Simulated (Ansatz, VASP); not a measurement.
## One calculation of GaP, two programs

File INCAR:

```
SYSTEM = GaP
PREC     = Accurate       ! precision mode
ENCUT    = 520            ! plane-wave cutoff, eV
EDIFF    = 1E-7           ! SCF threshold, eV
ISMEAR   = -1             ! smearing method
SIGMA    = 0.1            ! smearing width, eV
LREAL    = .FALSE.        ! projectors in reciprocal space
LASPH    = .TRUE.         ! aspherical terms in the spheres
NELM     = 60             ! most SCF steps
ALGO     = Normal         ! electronic algorithm
ISIF     = 2              ! what is computed and relaxed
LWAVE    = .FALSE.        ! write WAVECAR
LCHARG   = .FALSE.        ! write CHGCAR
GGA      = PE             ! functional
NBANDS   = 16             ! bands
```

Contents of KPOINTS:

```
regular mesh
0
G
  14 14 14
  0 0 0
```

Contents of POSCAR:

```
GaP
1.0
    0.0000000000      2.2234322030      2.2234322030
    2.2234322030      0.0000000000      2.2234322030
    2.2234322030      2.2234322030      0.0000000000
Ga P
1 1
Direct
    0.0000000000      0.0000000000      0.0000000000
    0.5000000000      0.5000000000      0.5000000000
```

Input for Ansatz:

```yaml
crystal:
  lattice:
    - [0.0, 2.223432203, 2.223432203]
    - [2.223432203, 0.0, 2.223432203]
    - [2.223432203, 2.223432203, 0.0]
  atoms:
    - { symbol: Ga, position: [0.0, 0.0, 0.0] }
    - { symbol: P, position: [0.5, 0.5, 0.5] }
kpoints:
  mp_grid: { grid: [14, 14, 14] }
scf:
  occupations: { method: fermi_dirac, width: 0.1 }
hamiltonian:
  xc: pbe
  pseudopotentials: { kind: paw }
output:
  forces: true
  stress: true
  eigenvalues: true
  populations: true
  write_density: true
  write_potential: true
  elf: true
  volumetric_format: npy
```

Change from the starting cell: volume scaled by 0.64, PAW files.

Alike in both runs: task single point; functional PBE; k mesh 14 × 14 × 14; occupations fermi-dirac, width 0.1 eV; no spin polarisation.

|  | VASP | Ansatz |
| --- | --- | --- |
| version | VASP 6.6.1 | Ansatz 0.2.0 |
| potentials or method | VASP PAW PBE potentials, release 64 (Ga_d, P) | PAW with Ansatz's default frozen-core files, scalar-relativistic |
| plane-wave cutoff (eV) | 520 | 420 |
| valence electrons in the cell | 18 | 18 |

|  | VASP | Ansatz | Ansatz less VASP |
| --- | --- | --- | --- |
| pressure (GPa) | 106.1 | 106.2 | +0.15 |

Both programs put the cell under a high pressure, so it lies far from rest at this level. The functional is the same, so the differences come from potentials, cutoffs and numerics.

Noted on VASP's run: the cell as given lies far from equilibrium.
